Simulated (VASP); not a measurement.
# Ta2Sn (I4/mmm) in VASP: a series of runs

Runs on Ta2Sn. Level: PBE. Tasks: single point, relaxation of cell and atoms.

All numbers are computed with VASP 6.6.1; they aren't measurements. Logs are shortened: lines on timing, memory, paths and dates and some standing lists are left out, and cuts for length are marked.

**1. The cell of the first run**

Symmetry: I4/mmm, No. 139, tetragonal system. Conventional cell: a = 3.562 Å, b = 3.562 Å, c = 9.104 Å, α = 90.00°, β = 90.00°, γ = 90.00°. Within 3.8 Å of Ta (site symmetry 4mm) lie 9 Ta at 2.88 to 3.56 Å and 5 Sn at 2.97 to 2.98 Å. Within 3.9 Å of Sn (site symmetry 4/mmm) lie 10 Ta at 2.97 to 2.98 Å and 4 Sn at 3.56 Å.

**2. Single point, PBE**

The input, INCAR:

```
  ALGO = Fast
  EDIFF = 1E-6
  ENCUT = 520
  GGA = PE
  ISIF = 2
  ISMEAR = 0
  LASPH = True
  LCHARG = False
  LREAL = False
  LWAVE = False
  NBANDS = 25
  NELM = 60
  PREC = Accurate
  SIGMA = 0.1
```

The input, KPOINTS:

```
k-points
0
Gamma
  6 6 6
```

The input, POSCAR:

```
Ta2Sn
1.0
   -1.7809742153      1.7809742153      4.5521233298
    1.7809742153     -1.7809742153      4.5521233298
    1.7809742153      1.7809742153     -4.5521233298
Ta Sn
2 1
Direct
    0.6730984040      0.6730984040      0.0000000000
    0.3269015960      0.3269015960      0.0000000000
    0.0000000000      0.0000000000      0.0000000000
```

Potentials or basis: VASP PAW PBE potentials, release 64 (Ta_pv, Sn_d).

On the command line:

```console
$ cat potpaw_PBE.64/Ta_pv/POTCAR potpaw_PBE.64/Sn_d/POTCAR > POTCAR
$ mpirun -np 1 vasp_std > vasp.out
```

OUTCAR:

```text
EDIFF = 1E-6
   ENCUT = 520
   GGA = PE
   ISIF = 2
   ISMEAR = 0
   LASPH = True
   LREAL = False
   NELM = 60
   PREC = Accurate

 ion  position               nearest neighbor table
   1  0.673  0.673  0.000-   2 2.88   2 2.88   2 2.88   2 2.88   3 2.97   3 2.97   3 2.97   3 2.97
                             3 2.98   2 3.15
   2  0.327  0.327  0.000-   1 2.88   1 2.88   1 2.88   1 2.88   3 2.97   3 2.97   3 2.97   3 2.97
                             3 2.98   1 3.15
   3  0.000  0.000  0.000-   1 2.97   2 2.97   1 2.97   2 2.97   1 2.97   2 2.97   2 2.97   1 2.97
                             1 2.98   2 2.98

  LATTYP: Found a body centered tetragonal cell.
 ALAT       =     3.5619484306
 C/A-ratio  =     2.5559737422

  Lattice vectors:

 A1 = (  -1.7809742153,   1.7809742153,   4.5521233298)
 A2 = (   1.7809742153,  -1.7809742153,   4.5521233298)
 A3 = (   1.7809742153,   1.7809742153,  -4.5521233298)

Analysis of symmetry for initial positions (statically):
=====================================================================
 Subroutine PRICEL returns:
 Original cell was already a primitive cell.

 Routine SETGRP: Setting up the symmetry group for a
 body centered tetragonal supercell.

 Subroutine GETGRP returns: Found 16 space group operations
 (whereof 16 operations were pure point group operations)
 out of a pool of 16 trial point group operations.

The static configuration has the point symmetry D_4h.

Analysis of symmetry for dynamics (positions and initial velocities):
=====================================================================
 Subroutine PRICEL returns:
 Original cell was already a primitive cell.

 Routine SETGRP: Setting up the symmetry group for a
 body centered tetragonal supercell.

 Subroutine GETGRP returns: Found 16 space group operations
 (whereof 16 operations were pure point group operations)
 out of a pool of 16 trial point group operations.

The dynamic configuration has the point symmetry D_4h.

 Subroutine INISYM returns: Found 16 space group operations
 (whereof 16 operations are pure point group operations),
 and found     1 'primitive' translations

----------------------------------------------------------------------------------------

                                     Primitive cell

  volume of cell :      57.7550

  direct lattice vectors                    reciprocal lattice vectors
    -1.780974215  1.780974215  4.552123330     0.000000000  0.280745221  0.109838852
     1.780974215 -1.780974215  4.552123330     0.280745221  0.000000000  0.109838852
     1.780974215  1.780974215 -4.552123330     0.280745221  0.280745221  0.000000000

  length of vectors
     5.202457604  5.202457604  5.202457604     0.301467167  0.301467167  0.397033699

  position of ions in fractional coordinates (direct lattice)
     0.673098404  0.673098404  0.000000000
     0.326901596  0.326901596  0.000000000
     0.000000000  0.000000000  0.000000000

  ion indices of the primitive-cell ions
   primitive index   ion index
                 1           1
                 2           2
                 3           3

----------------------------------------------------------------------------------------

 KPOINTS: k-points

Automatic generation of k-mesh.
 Grid dimensions read from file:
 generate k-points for:    6    6    6

 Generating k-lattice:

  Cartesian coordinates                     Fractional coordinates (reciprocal lattice)
     0.000000000  0.046790870  0.018306475     0.166666667 -0.000000000  0.000000000
     0.046790870  0.000000000  0.018306475    -0.000000000  0.166666667  0.000000000
     0.046790870  0.046790870  0.000000000     0.000000000  0.000000000  0.166666667

  Length of vectors
     0.050244528  0.050244528  0.066172283

  Shift w.r.t. Gamma in fractional coordinates (k-lattice)
     0.000000000  0.000000000  0.000000000

 Subroutine IBZKPT returns following result:
 ===========================================

 Found     30 irreducible k-points:

 Following reciprocal coordinates:
            Coordinates               Weight
  0.000000  0.000000  0.000000      1.000000
  0.166667 -0.000000  0.000000      8.000000
  0.333333  0.000000  0.000000      8.000000
  0.500000  0.000000  0.000000      4.000000
  0.166667  0.166667  0.000000      8.000000
  0.333333  0.166667  0.000000     16.000000
[... 16 lines left out ...]
 -0.333333 -0.333333  0.166667      8.000000
 -0.166667 -0.333333  0.166667      8.000000
 [... further k-points ...]
   k-points           NKPTS =     30   k-points in BZ     NKDIM =     30   number of bands    NBANDS=     25
   number of dos      NEDOS =    301   number of ions     NIONS =      3
   total plane-waves  NPLWV =  64000
   dimension x,y,z NGX =    40 NGY =   40 NGZ =   40
   dimension x,y,z NGXF=    80 NGYF=   80 NGZF=   80
   ions per type =               2   1
   NGX,Y,Z   is equivalent  to a cutoff of  12.78, 12.78, 12.78 a.u.
   NGXF,Y,Z  is equivalent  to a cutoff of  25.56, 25.56, 25.56 a.u.
 SYSTEM =  unknown system
   PREC   = accura    normal or accurate (medium, high low for compatibility)
   ISTART =      0    job   : 0-new  1-cont  2-samecut
   ICHARG =      2    charge: 1-file 2-atom 10-const
   ISPIN  =      1    spin polarized calculation?
   LNONCOLLINEAR =      F non collinear calculations
   LSORBIT =      F    spin-orbit coupling
   LASPH  =      T    aspherical Exc in radial PAW
   ENCUT  =  520.0 eV  38.22 Ry    6.18 a.u.   9.67  9.67  9.67*2*pi/ulx,y,z
   NELM   =     60;   NELMIN=  2; NELMDL= -5     # of ELM steps
   EDIFF  = 0.1E-05   stopping-criterion for ELM
   LREAL  =      F    real-space projection
[... 7 lines left out ...]
   TEBEG  =    0.0;   TEEND  =   0.0 temperature during run
   PSTRESS=    0.0 pullay stress
   NELECT =      36.0000    total number of electrons
   NUPDOWN=      -1.0000    fix difference up-down
   EMIN   =  10.00;   EMAX   =-10.00  energy-range for DOS
   EFERMI =   0.00;   METHOD = LEGACY
   ISMEAR =     0;   SIGMA  =   0.10  broadening in eV -4-tet -1-fermi 0-gaus
   EFERMI_NEDOS =   21; number of points for ismear=-14 and -15
   IALGO  =     68    algorithm
   IMIX   =      4    mixing-type and parameters
     AMIX     =   0.40;   BMIX     =  1.00
     AMIX_MAG =   1.60;   BMIX_MAG =  1.00
  volume/ion in A,a.u.               =      19.25       129.92
  Fermi-wavevector in a.u.,A,eV,Ry     =   1.398447  2.642681 26.608275  1.955653
  Thomas-Fermi vector in A             =   2.521604
   LORBIT       =      0    0 simple, 1 ext, 2 COOP (PROOUT), +10 PAW based schemes
   GGA     = PE    functional components
   LHFCALC =     F    Hartree Fock is set to
   AEXX    =    0.0000 exact exchange contribution
   IVDW    =     0    specifies the selected vdW correction
   LEPSILON=     F    determine dielectric tensor
   LRPA    =     F    only Hartree local field effects (RPA)
 non-spin polarized calculation
 RMM-DIIS sequential band-by-band and
 Gauss-broadening in eV      SIGMA  =   0.10
  energy-cutoff  :      520.00
  volume of cell :       57.75
 maximum number of plane-waves:      1589
 NGX is ok and might be reduce to    40
   NGX = 19   NGY = 19   NGZ = 19

 number of electron      36.0000005 magnetization

 Free energy of the ion-electron system (eV)
  ---------------------------------------------------
  ext. energy  EPLUGINS =         0.00000000
  ---------------------------------------------------
  free energy    TOTEN  =       -27.49988211 eV

  energy without entropy =      -27.49580210  energy(sigma->0) =      -27.49784210

 E-fermi :   7.9216     XC(G=0): -12.2036

 val. band max:        7.8859902574   @ k =   0.5000   0.5000   0.5000
 cond. band min:       7.9851464501   @ k =  -0.1667  -0.3333   0.1667
 fundamental gap:      0.0991561927
 Fermi energy:         7.9216123180

 k-point     1 :       0.0000    0.0000    0.0000
  band No.  band energies     occupation
      1     -26.6349      2.00000
      2     -26.6349      2.00000
      3     -26.6032      2.00000
      4     -26.2240      2.00000
      5     -26.1939      2.00000
      6     -26.1939      2.00000
[... 17 lines left out ...]
     24      12.7494      0.00000
     25      15.5705      0.00000

 k-point     2 :       0.1667   -0.0000    0.0000
  band No.  band energies     occupation
      1     -26.6660      2.00000
      2     -26.6166      2.00000
      3     -26.6039      2.00000
      4     -26.2222      2.00000
      5     -26.2201      2.00000
      6     -26.1956      2.00000
[... 17 lines left out ...]
     24      12.8220      0.00000
     25      13.2567      0.00000

 k-point     3 :       0.3333    0.0000    0.0000
  band No.  band energies     occupation
      1     -26.7172      2.00000
      2     -26.6563      2.00000
      3     -26.5205      2.00000
      4     -26.3002      2.00000
      5     -26.2417      2.00000
      6     -26.1667      2.00000
[... 17 lines left out ...]
     24      11.6233      0.00000
     25      14.6176      0.00000

 k-point     4 :       0.5000    0.0000    0.0000
  band No.  band energies     occupation
      1     -26.7342      2.00000
      2     -26.6874      2.00000
      3     -26.4179      2.00000
      4     -26.3999      2.00000
      5     -26.2464      2.00000
      6     -26.1550      2.00000
[... 17 lines left out ...]
     24      11.3365      0.00000
     25      13.6233      0.00000
[... 477 lines left out ...]
 k-point    22 :      -0.1667    0.5000    0.1667
  band No.  band energies     occupation
      1     -26.7413      2.00000
      2     -26.6109      2.00000
      3     -26.5289      2.00000
      4     -26.2913      2.00000
      5     -26.2700      2.00000
      6     -26.1607      2.00000
[... 17 lines left out ...]
     24      11.5787      0.00000
     25      15.5137      0.00000

 k-point    23 :      -0.3333   -0.3333    0.1667
  band No.  band energies     occupation
      1     -26.6874      2.00000
      2     -26.6366      2.00000
      3     -26.5556      2.00000
      4     -26.2899      2.00000
      5     -26.2131      2.00000
      6     -26.1824      2.00000
[... 17 lines left out ...]
     24      11.8830      0.00000
     25      13.1561      0.00000

 k-point    24 :      -0.1667   -0.3333    0.1667
  band No.  band energies     occupation
      1     -26.6822      2.00000
      2     -26.6106      2.00000
      3     -26.5667      2.00000
      4     -26.2697      2.00000
      5     -26.2148      2.00000
      6     -26.1818      2.00000
[... 17 lines left out ...]
     24      12.0209      0.00000
     25      13.1960      0.00000

 [... further k-points ...]

------------------------ aborting loop because EDIFF is reached ----------------------------------------

  FORCE on cell =-STRESS in cart. coord.  units (eV):
  Direction    XX          YY          ZZ          XY          YZ          ZX
  --------------------------------------------------------------------------------------
  -------------------------------------------------------------------------------------
  Total        0.1429129      0.1429129      0.1404394      0.0000000     -0.0000000     -0.0000000
  in kB        3.9645405      3.9645405      3.8959221      0.0000000     -0.0000000     -0.0000000
  external PRESSURE =       3.9416677 kB  Pullay stress =       0.0000000 kB

 VOLUME and BASIS-vectors are now :
 -----------------------------------------------------------------------------
  energy-cutoff  :      520.00
  volume of cell :       57.75
      direct lattice vectors                 reciprocal lattice vectors
    -1.780974215  1.780974215  4.552123330     0.000000000  0.280745221  0.109838852
     1.780974215 -1.780974215  4.552123330     0.280745221  0.000000000  0.109838852
     1.780974215  1.780974215 -4.552123330     0.280745221  0.280745221  0.000000000

 POSITION                                       TOTAL-FORCE (eV/Angst)
 -----------------------------------------------------------------------------------
      0.00000      0.00000      6.12805        -0.000000     -0.000000      0.018149
      0.00000      0.00000      2.97619         0.000000      0.000000     -0.018149
      0.00000      0.00000      0.00000        -0.000000     -0.000000      0.000000
 -----------------------------------------------------------------------------------
    total drift:                               -0.000000     -0.000000      0.000000

  FREE ENERGIE OF THE ION-ELECTRON SYSTEM (eV)
  ---------------------------------------------------
  free  energy   TOTEN  =       -27.4998821100 eV

  energy  without entropy=      -27.4958020963  energy(sigma->0) =      -27.49784210
```

It took 93 s on 1 thread of Intel Xeon Platinum 8259CL at 2.50GHz (Skylake/Cascade Lake), shared host; peak memory 0.26 GiB.

What came out:

* Free energy: -27.4999 eV
* Pressure: 0.4 GPa
* Largest force: 0.018 eV/Å
* Band gap on the k mesh: zero (bands 18 and 19 overlap by 0.82 eV)

Forces in eV/Å, atoms in the order of the input:
```
Ta   0.000  0.000  0.018
Ta   0.000  0.000 -0.018
Sn   0.000  0.000  0.000
```

Caveat: spin-orbit coupling is left out, which moves the levels of the heavy elements.

**3. Single point, PBE**

This run uses another cell than the first one, of 18.99 Å³/atom.

The input, INCAR:

```
SYSTEM = Ta2Sn
PREC = Accurate
ENCUT = 520
EDIFF = 1E-6
ISMEAR = 0
SIGMA = 0.1
LREAL = .False.
LASPH = .True.
NELM = 80
ALGO = Normal
ISIF = 2
LWAVE = .False.
LCHARG = .False.
GGA = PE
NBANDS = 25
```

The input, KPOINTS:

```
Automatic mesh
0
Gamma
  8 8 8
  0 0 0
```

The input, POSCAR:

```
Ta2Sn
1.0
   -1.7974181508      1.7974181508      4.4092914013
    1.7974181508     -1.7974181508      4.4092914013
    1.7974181508      1.7974181508     -4.4092914013
Ta Sn
2 1
Direct
    0.6650000000      0.6650000000      0.0000000000
    0.3350000000      0.3350000000      0.0000000000
    0.0000000000      0.0000000000      0.0000000000
```

Potentials or basis: VASP PAW PBE potentials, release 64 (Ta_pv, Sn_d).

On the command line:

```console
$ cat potpaw_PBE.64/Ta_pv/POTCAR potpaw_PBE.64/Sn_d/POTCAR > POTCAR
$ mpirun -np 1 vasp_std > vasp.out
```

It took 97 s on 1 thread of Intel Xeon Platinum 8259CL at 2.50GHz (Skylake/Cascade Lake), shared host; peak memory 0.28 GiB.

The run converged. Its results:

* Free energy: -27.3543 eV
* Pressure: 3.3 GPa
* Largest force: 1.092 eV/Å
* Band gap on the k mesh: zero (bands 18 and 19 overlap by 0.71 eV)

Forces in eV/Å, atoms in the order of the input:
```
Ta   0.000  0.000  1.092
Ta   0.000  0.000 -1.092
Sn   0.000  0.000  0.000
```

Stress tensor (GPa, compression positive):
```
0.78 0.00 0.00
0.00 0.78 0.00
0.00 0.00 8.25
```

Levels at points of the mesh, in eV from the Fermi level:
```csv
k point,band 16,band 17,band 18,band 19,band 20,band 21
"(0.00, 0.00, 0.00)",-1.25,-1.25,0.04,0.05,1.04,1.04
"(0.50, 0.00, 0.00)",-1.87,-1.12,-0.87,1.31,1.82,2.39
"(0.50, 0.50, 0.00)",-1.34,-1.08,-1.05,1.60,1.78,2.70
"(0.50, 0.50, 0.50)",-0.89,-0.89,0.17,1.34,2.20,2.20
```

Caveat: the cell stands under pressure; spin-orbit coupling is left out, which moves the levels of the heavy elements; forces of over 1 eV/Å act on the atoms, so gaps and moduli don't describe the material at rest.

**4. Relaxation of cell and atoms, PBE**

This run uses another cell than the first one, of 18.99 Å³/atom.

The input, INCAR:

```
SYSTEM = Ta2Sn
ALGO = Normal
EDIFF = 1E-7
EDIFFG = -0.04
ENCUT = 600
GGA = PE
IBRION = 2
ISIF = 3
ISMEAR = 0
LASPH = .TRUE.
LCHARG = .FALSE.
LREAL = .FALSE.
LWAVE = .FALSE.
NELM = 100
NSW = 90
PREC = Accurate
SIGMA = 0.1
```

The input, KPOINTS:

```
k-points
0
G
  6 6 6
  0 0 0
```

POSCAR is that of step 3.

On the command line:

```console
$ cat potpaw_PBE.64/Ta_pv/POTCAR potpaw_PBE.64/Sn_d/POTCAR > POTCAR
$ mpirun -np 1 vasp_std > vasp.out
```

Run time: 5.9 min. Hardware: 1 thread of Intel Xeon Platinum 8259CL at 2.50GHz (Skylake/Cascade Lake), shared host; peak memory 0.3 GiB.

The run converged. Its results:

```yaml
Free_energy: -27.5004 eV
Relaxed_volume: 19.32 Å³/atom
Relaxed_cell: a = 5.208 Å, b = 5.208 Å, c = 5.208 Å, α = 139.96°, β = 139.96°, γ = 57.91°
Space_group_after_relaxing_to_0.1_Å: I4/mmm (No. 139)
Energy_gained_by_relaxing: 42.0 meV/atom
Ionic_steps: 7
Pressure_after_relaxing: -0.1 GPa
Largest_force_after_relaxing: 0.011 eV/Å
Band_gap_on_the_k_mesh: zero (bands 18 and 19 overlap by 0.81 eV)
```

Forces on the atoms (eV/Å):
```
Ta   0.000  0.000  0.011
Ta   0.000  0.000 -0.011
Sn   0.000  0.000  0.000
```

Step by step:
```
step  energy change (eV)  largest force (eV/Å)  pressure (GPa)  volume (Å³)
   1              0.0000                1.2673            3.29        56.98
   2             -0.0762                0.2636           -6.22        60.23
   3             -0.0931                0.4989           -3.70        59.20
   4             -0.1120                0.1954            3.30        56.89
   5             -0.1259                0.0319            0.30        57.79
   6             -0.1259                0.0402            0.22        57.82
   7             -0.1261                0.0108           -0.12        57.95
```

Final structure:
```
Ta Sn
1.0
    -1.78291    1.78291    4.55741
     1.78291   -1.78291    4.55741
     1.78291    1.78291   -4.55741
Ta Sn
2 1
Direct
  0.67323 0.67323 0.00000
  0.32677 0.32677 0.00000
  0.00000 0.00000 0.00000
```

Levels at points of the mesh, in eV from the Fermi level:
```
           k point  band 16  band 17  band 18  band 19  band 20  band 21
(0.00, 0.00, 0.00)    -1.02    -1.02    -0.09     0.47     0.94     0.94
(0.50, 0.00, 0.00)    -1.75    -1.18    -1.17     1.53     1.84     2.76
(0.50, 0.50, 0.00)    -1.12    -1.08    -0.98     0.86     1.44     2.50
(0.50, 0.50, 0.50)    -0.57    -0.57    -0.04     1.49     2.34     2.41
```

Caveat: spin-orbit coupling is left out, which moves the levels of the heavy elements.

[end of part 1 of 2]
